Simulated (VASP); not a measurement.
Set up this calculation in VASP 6.6.1, as the native input.

- Task: single point
- Functional: r2SCAN
- Potentials or basis: VASP PAW PBE potentials, release 64 (Ta_pv, N)
- Cutoff: 520 eV
- k mesh: 7 × 7 × 7
- Occupations: gaussian, width 0.05 eV
- Spin: collinear spin, ferromagnetic start
- Starting moments: [1.0, 0.33] μB
- Fixed moment: 2.2 μB
- Hubbard terms: Ta d U = 3.0 eV
- Dipole correction: no
- Further INCAR settings: ALGO = Normal; EDIFF = 1e-06; NBANDS = 19

Crystal: TaN.

```
Ta N
1.0
     0.00000    2.17900    2.17900
     2.17900    0.00000    2.17900
     2.17900    2.17900    0.00000
Ta N
1 1
Direct
  0.50000 0.50000 0.50000
  0.00000 0.00000 0.00000
```

These files were run (other wordings do the same):

POSCAR

```
TaN
1.0
    0.0000000000      2.1790013100      2.1790013100
    2.1790013100      0.0000000000      2.1790013100
    2.1790013100      2.1790013100      0.0000000000
Ta N
1 1
Direct
    0.5000000000      0.5000000000      0.5000000000
    0.0000000000      0.0000000000      0.0000000000
```

INCAR.step1

```
SYSTEM = TaN
ALGO = Normal
EDIFF = 1E-4
ENCUT = 520
GGA = PE
ISMEAR = 0
ISPIN = 2
LASPH = .TRUE.
LCHARG = .FALSE.
LDAU = .TRUE.
LDAUJ = 0 0
LDAUL = 2 -1
LDAUTYPE = 2
LDAUU = 3 0
LMAXMIX = 4
LREAL = .FALSE.
LWAVE = .TRUE.
MAGMOM = 1 0.33
NBANDS = 19
NELM = 150
NUPDOWN = 2.2
PREC = Accurate
SIGMA = 0.05
```

INCAR.step2

```
SYSTEM = TaN
ALGO = Normal
EDIFF = 1E-6
ENCUT = 520
ISIF = 2
ISMEAR = 0
ISPIN = 2
ISTART = 1
LASPH = .TRUE.
LCHARG = .FALSE.
LDAU = .TRUE.
LDAUJ = 0 0
LDAUL = 2 -1
LDAUPRINT = 1
LDAUTYPE = 2
LDAUU = 3 0
LMAXMIX = 4
LMIXTAU = .TRUE.
LORBIT = 11
LREAL = .FALSE.
LWAVE = .FALSE.
MAGMOM = 1 0.33
METAGGA = R2SCAN
NBANDS = 19
NELM = 150
NUPDOWN = 2.2
PREC = Accurate
SIGMA = 0.05
```

KPOINTS

```
k-points
0
G
  7 7 7
  0 0 0
```

Potentials or basis: VASP PAW PBE potentials, release 64 (Ta_pv, N).

The run is started by

```console
$ cat potpaw_PBE.64/Ta_pv/POTCAR potpaw_PBE.64/N/POTCAR > POTCAR
$ cp INCAR.step1 INCAR
$ mpirun -np 1 vasp_std > vasp.out
$ cp INCAR.step2 INCAR
$ mpirun -np 1 vasp_std > vasp.out
```

It gave:

```yaml
Pressure: 57.0 GPa
Net_moment: 2.20 μB per cell
Site_moments: Ta +1.43; N +0.26 μB
Valence_electrons_inside_the_program's_atomic_spheres: Ta 9.06; N 3.87
```

Caveat: the PAW data sets were made with another functional, which shifts forces and pressure a little; the total moment is fixed, so each spin has its own Fermi level.

It took 40 s on 1 thread of Intel Xeon 6975P-C (shared host), peak memory 0.16 GiB.
